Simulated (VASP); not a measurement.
# TiAl (P-6m2) in VASP: notebook, part 2 of 2

VASP 6.6.1.

## 3. Relaxation of cell and atoms, PBEsol+D4

Input file INCAR:

```
ALGO     = Normal         # electronic algorithm
EDIFF    = 1E-6           # SCF threshold, eV
EDIFFG   = -0.01          # ionic threshold
ENCUT    = 600            # plane-wave cutoff, eV
GGA      = PS             # functional
IBRION   = 2              # ionic algorithm
ISIF     = 3              # what is computed and relaxed
ISMEAR   = -1             # smearing method
IVDW     = 13             # dispersion correction
LASPH    = True           # aspherical terms in the spheres
LCHARG   = False          # write CHGCAR
LREAL    = False          # projectors in reciprocal space
LWAVE    = False          # write WAVECAR
NELM     = 80             # most SCF steps
NSW      = 60             # ionic steps
PREC     = Accurate       # precision mode
SIGMA    = 0.05           # smearing width, eV
```

Input file KPOINTS:

```
k-points
0
Gamma
  11 11 6
```

Input file POSCAR:

```
TiAl
1.0
    2.8672622327      0.0000000000      0.0000000000
   -1.4336311163      2.4831219328      0.0000000000
    0.0000000000      0.0000000000      4.6780830000
Ti Al
1 1
Direct
    0.0000000000      0.0000000000      0.0000000000
    0.3333333333      0.6666666667      0.5000000000
```

Potentials or basis: VASP PAW PBE potentials, release 64 (Ti_sv, Al).

Started as:

```bash
> cat potpaw_PBE.64/Ti_sv/POTCAR potpaw_PBE.64/Al/POTCAR > POTCAR
> mpirun -np 1 vasp_std > vasp.out
```

OUTCAR:

```text
EDIFF = 1E-6
   EDIFFG = -0.01
   ENCUT = 600
   GGA = PS
   IBRION = 2
   ISIF = 3
   ISMEAR = -1
   IVDW = 13
   LASPH = True
   LREAL = False
   NELM = 80
   NSW = 60
   PREC = Accurate

 ion  position               nearest neighbor table
   1  0.000  0.000  0.000-   2 2.87   2 2.87   2 2.87   2 2.87   2 2.87   2 2.87
   2  0.333  0.667  0.500-   1 2.87   1 2.87   1 2.87   1 2.87   1 2.87   1 2.87

  LATTYP: Found a hexagonal cell.
 ALAT       =     2.8672622327
 C/A-ratio  =     1.6315504549

  Lattice vectors:

 A1 = (   2.8672622327,   0.0000000000,   0.0000000000)
 A2 = (  -1.4336311163,   2.4831219328,   0.0000000000)
 A3 = (   0.0000000000,   0.0000000000,   4.6780830000)

Analysis of symmetry for initial positions (statically):
=====================================================================
 Subroutine PRICEL returns:
 Original cell was already a primitive cell.

 Routine SETGRP: Setting up the symmetry group for a
 hexagonal supercell.

 Subroutine GETGRP returns: Found 12 space group operations
 (whereof 12 operations were pure point group operations)
 out of a pool of 24 trial point group operations.

The static configuration has the point symmetry D_3h.

Analysis of symmetry for dynamics (positions and initial velocities):
=====================================================================
 Subroutine PRICEL returns:
 Original cell was already a primitive cell.

 Routine SETGRP: Setting up the symmetry group for a
 hexagonal supercell.

 Subroutine GETGRP returns: Found 12 space group operations
 (whereof 12 operations were pure point group operations)
 out of a pool of 24 trial point group operations.

The dynamic configuration has the point symmetry D_3h.

 Subroutine INISYM returns: Found 12 space group operations
 (whereof 12 operations are pure point group operations),
 and found     1 'primitive' translations

----------------------------------------------------------------------------------------

                                     Primitive cell

  volume of cell :      33.3068

  direct lattice vectors                    reciprocal lattice vectors
     2.867262233  0.000000000  0.000000000     0.348764751  0.201359423  0.000000000
    -1.433631116  2.483121933  0.000000000     0.000000000  0.402718846  0.000000000
     0.000000000  0.000000000  4.678083000     0.000000000  0.000000000  0.213762774

  length of vectors
     2.867262233  2.867262233  4.678083000     0.402718846  0.402718846  0.213762774

  position of ions in fractional coordinates (direct lattice)
     0.000000000  0.000000000  0.000000000
     0.333333333  0.666666667  0.500000000

  ion indices of the primitive-cell ions
   primitive index   ion index
                 1           1
                 2           2

----------------------------------------------------------------------------------------

 KPOINTS: k-points

Automatic generation of k-mesh.
 Grid dimensions read from file:
 generate k-points for:   11   11    6

 Generating k-lattice:

  Cartesian coordinates                     Fractional coordinates (reciprocal lattice)
     0.031705886  0.018305402  0.000000000     0.090909091  0.000000000  0.000000000
     0.000000000  0.036610804  0.000000000     0.000000000  0.090909091  0.000000000
     0.000000000  0.000000000  0.035627129     0.000000000  0.000000000  0.166666667

  Length of vectors
     0.036610804  0.036610804  0.035627129

  Shift w.r.t. Gamma in fractional coordinates (k-lattice)
     0.000000000  0.000000000  0.000000000

 Subroutine IBZKPT returns following result:
 ===========================================

 Found     64 irreducible k-points:

 Following reciprocal coordinates:
            Coordinates               Weight
  0.000000  0.000000  0.000000      1.000000
  0.090909 -0.000000  0.000000      6.000000
  0.181818  0.000000  0.000000      6.000000
  0.272727  0.000000  0.000000      6.000000
  0.363636 -0.000000  0.000000      6.000000
  0.454545  0.000000  0.000000      6.000000
[... 16 lines left out ...]
  0.090909  0.090909  0.166667     12.000000
  0.181818  0.090909  0.166667     24.000000
 [... further k-points ...]
   k-points           NKPTS =     64   k-points in BZ     NKDIM =     64   number of bands    NBANDS=     11
   number of dos      NEDOS =    301   number of ions     NIONS =      2
   total plane-waves  NPLWV =  23040
   dimension x,y,z NGX =    24 NGY =   24 NGZ =   40
   dimension x,y,z NGXF=    48 NGYF=   48 NGZF=   80
   ions per type =               1   1
   NGX,Y,Z   is equivalent  to a cutoff of  13.92, 13.92, 14.21 a.u.
   NGXF,Y,Z  is equivalent  to a cutoff of  27.83, 27.83, 28.43 a.u.
 SYSTEM =  unknown system
   PREC   = accura    normal or accurate (medium, high low for compatibility)
   ISTART =      0    job   : 0-new  1-cont  2-samecut
   ICHARG =      2    charge: 1-file 2-atom 10-const
   ISPIN  =      1    spin polarized calculation?
   LNONCOLLINEAR =      F non collinear calculations
   LSORBIT =      F    spin-orbit coupling
   LASPH  =      T    aspherical Exc in radial PAW
   ENCUT  =  600.0 eV  44.10 Ry    6.64 a.u.   5.73  5.73  9.34*2*pi/ulx,y,z
   NELM   =     80;   NELMIN=  2; NELMDL= -5     # of ELM steps
   EDIFF  = 0.1E-05   stopping-criterion for ELM
   LREAL  =      F    real-space projection
   EDIFFG = -.1E-01   stopping-criterion for IOM
   NSW    =     60    number of steps for IOM
   IBRION =      2    ionic relax: 0-MD 1-quasi-New 2-CG
   NFREE  =      1    steps in history (QN), initial steepest desc. (CG)
   ISIF   =      3    stress and relaxation
   ISYM   =      2    0-nonsym 1-usesym 2-fastsym
   POTIM  = 0.5000    time-step for ionic-motion
   TEBEG  =    0.0;   TEEND  =   0.0 temperature during run
   PSTRESS=    0.0 pullay stress
   NELECT =      15.0000    total number of electrons
   NUPDOWN=      -1.0000    fix difference up-down
   EMIN   =  10.00;   EMAX   =-10.00  energy-range for DOS
   EFERMI =   0.00;   METHOD = LEGACY
   ISMEAR =    -1;   SIGMA  =   0.05  broadening in eV -4-tet -1-fermi 0-gaus
   EFERMI_NEDOS =   21; number of points for ismear=-14 and -15
   IALGO  =     38    algorithm
   IMIX   =      4    mixing-type and parameters
     AMIX     =   0.40;   BMIX     =  1.00
     AMIX_MAG =   1.60;   BMIX_MAG =  1.00
  volume/ion in A,a.u.               =      16.65       112.38
  Fermi-wavevector in a.u.,A,eV,Ry     =   1.254857  2.371335 21.424622  1.574665
  Thomas-Fermi vector in A             =   2.388641
   LORBIT       =      0    0 simple, 1 ext, 2 COOP (PROOUT), +10 PAW based schemes
   GGA     = PS    functional components
   LHFCALC =     F    Hartree Fock is set to
   AEXX    =    0.0000 exact exchange contribution
   IVDW    =    13    specifies the selected vdW correction
   LEPSILON=     F    determine dielectric tensor
   LRPA    =     F    only Hartree local field effects (RPA)
 conjugate gradient relaxation of ions
 non-spin polarized calculation
  energy-cutoff  :      600.00
  volume of cell :       33.31
 maximum number of plane-waves:      1122
 NGX is ok and might be reduce to    24
   NGX = 11   NGY = 11   NGZ = 19

--------------------------------------- Ionic step        1  -------------------------------------------

 number of electron      14.9999999 magnetization

 Free energy of the ion-electron system (eV)
  ---------------------------------------------------
  ext. energy  EPLUGINS =         0.00000000
  ---------------------------------------------------
  free energy    TOTEN  =       -12.93160345 eV

  energy without entropy =      -12.90791569  energy(sigma->0) =      -12.91975957

------------------------ aborting loop because EDIFF is reached ----------------------------------------

  DFT-D4 for vdW energy calculation

  Edisp (eV):   -0.31938
[... 71 lines left out ...]
--------------------------------------- Ionic step        3  -------------------------------------------

 number of electron      15.0000004 magnetization

 Free energy of the ion-electron system (eV)
  ---------------------------------------------------
  ext. energy  EPLUGINS =         0.00000000
  ---------------------------------------------------
  free energy    TOTEN  =       -12.93788892 eV

  energy without entropy =      -12.91484828  energy(sigma->0) =      -12.92636860

 E-fermi :   8.1629     XC(G=0): -11.2061

 val. band max:        8.1459113514   @ k =   0.4545   0.0000   0.3333
 cond. band min:       8.1672490897   @ k =   0.3636   0.2727   0.3333
 fundamental gap:      0.0213377383
 Fermi energy:         8.1628806815

 k-point     1 :       0.0000    0.0000    0.0000
  band No.  band energies     occupation
      1     -48.0238      2.00000
      2     -24.4537      2.00000
      3     -23.9912      2.00000
      4     -23.9912      2.00000
      5      -0.9131      2.00000
      6       5.8497      2.00000
      7       6.3886      2.00000
      8       9.4999      0.00000
      9       9.4999      0.00000
     10      11.0608      0.00000
     11      11.0608      0.00000
[... 309 lines left out ...]
 k-point    24 :       0.1818    0.0909    0.1667
  band No.  band energies     occupation
      1     -47.9715      2.00000
      2     -24.4037      2.00000
      3     -24.2932      2.00000
      4     -24.0738      2.00000
      5       0.6773      2.00000
      6       5.7790      2.00000
      7       7.6175      1.99996
      8       8.4704      0.00425
      9      10.5070      0.00000
     10      10.6616      0.00000
     11      10.7892      0.00000

 [... further k-points ...]

------------------------ aborting loop because EDIFF is reached ----------------------------------------

  DFT-D4 for vdW energy calculation

  Edisp (eV):   -0.33215
[... 25 lines left out ...]
  FREE ENERGIE OF THE ION-ELECTRON SYSTEM (eV)
  ---------------------------------------------------
  free  energy   TOTEN  =       -13.2700398457 eV

  energy  without entropy=      -13.2469992048  energy(sigma->0) =      -13.25851953

 reached required accuracy - stopping structural energy minimisation
```

Wall time 52 s (1 thread of Intel Xeon Platinum 8375C at 2.90GHz (Ice Lake), shared host); peak memory 0.19 GiB.

What came out:

* Free energy: -13.2700 eV
* Relaxed volume: 15.99 Å³/atom
* Relaxed cell: a = 2.834 Å, b = 2.834 Å, c = 4.600 Å, α = 90.00°, β = 90.00°, γ = 120.00°
* Space group after relaxing (to 0.05 Å): P-6m2 (No. 187)
* Energy gained by relaxing: 9.5 meV/atom
* Ionic steps: 3
* Pressure after relaxing: 0.0 GPa
* Dispersion energy per atom: -0.166 eV

Stress tensor (GPa, compression positive):
```
 0.06  0.00  0.00
 0.00  0.06  0.00
 0.00  0.00 -0.05
```

Step by step:
```csv
step,energy change (eV),largest force (eV/Å),pressure (GPa),volume (Å³)
1,0.0000,0.0000,-4.31,33.31
2,-0.0113,0.0000,3.11,31.19
3,-0.0191,0.0000,0.02,31.99
```

Final structure:
```cif
data_structure
_symmetry_space_group_name_H-M 'P 1'
_symmetry_Int_Tables_number 1
_cell_length_a 2.8338
_cell_length_b 2.8338
_cell_length_c 4.5995
_cell_angle_alpha 90.000
_cell_angle_beta 90.000
_cell_angle_gamma 120.000
_cell_volume 31.99
loop_
_atom_site_label
_atom_site_type_symbol
_atom_site_fract_x
_atom_site_fract_y
_atom_site_fract_z
_atom_site_occupancy
Ti1 Ti 0.00000 0.00000 0.00000 1
Al1 Al 0.33333 0.66667 0.50000 1
```

Caveat: the PAW data sets were made with another functional, which shifts forces and pressure a little; pairwise dispersion overbinds metals, which lowers pressure and volume.

## 4. Single point, PBE

Input file INCAR:

```
SYSTEM = TiAl
PREC = Accurate
ENCUT = 520
EDIFF = 1E-7
ISMEAR = -1
SIGMA = 0.05
LREAL = .False.
LASPH = .True.
NELM = 60
ALGO = Normal
ISIF = 2
LWAVE = .False.
LCHARG = .False.
GGA = PE
NBANDS = 14
```

Input file KPOINTS:

```
regular mesh
0
Gamma
  11 11 6
  0 0 0
```

POSCAR is that of step 3.

Started as:

```bash
> cat potpaw_PBE.64/Ti_sv/POTCAR potpaw_PBE.64/Al/POTCAR > POTCAR
> mpirun -np 1 vasp_std > vasp.out
```

Run time: 28 s. Hardware: 1 thread of Intel Xeon Platinum 8259CL at 2.50GHz (Skylake/Cascade Lake), shared host; peak memory 0.17 GiB.

The run converged. Its results:

```
Free energy : -12.0892 eV
Pressure    : 0.2 GPa
```

Stress tensor (GPa, compression positive):
```
 0.80  0.00  0.00
 0.00  0.80  0.00
 0.00  0.00 -1.04
```

Levels at points of the mesh, in eV from the Fermi level:
| k point | band 3 | band 4 | band 5 | band 6 | band 7 | band 8 | band 9 | band 10 | band 11 | band 12 |
| --- | --- | --- | --- | --- | --- | --- | --- | --- | --- | --- |
| (0.00, 0.00, 0.00) | -32.42 | -32.42 | -8.90 | -2.28 | -1.81 | 1.29 | 1.29 | 2.78 | 2.78 | 3.92 |
| (0.00, 0.00, 0.50) | -32.42 | -32.42 | -8.01 | -5.25 | -0.41 | 1.30 | 1.30 | 2.71 | 2.71 | 6.80 |

## 5. Summary

```tsv
task	level	cell	cutoff (eV)	gap on the mesh (eV)	pressure (GPa)	relaxed volume (Å³/atom)
relaxation of cell and atoms	PBEsol+D3(BJ)	relaxed	600	none	0.0	15.54
relaxation of cell and atoms	PBEsol+D4	relaxed	600	none	0.0	15.99
single point	PBE	as given	520	none	0.2	-
```

Alike in all rows: potentials or basis VASP PAW PBE potentials, release 64 (Ti_sv, Al); no spin polarisation; k mesh 11 × 11 × 6; smearing fermi-dirac 0.05 eV.

Caveats: the PAW data sets were made with another functional, which shifts forces and pressure a little (some runs); pairwise dispersion overbinds metals, which lowers pressure and volume (some runs).

Absolute energies hang on the potentials; compare differences alone.
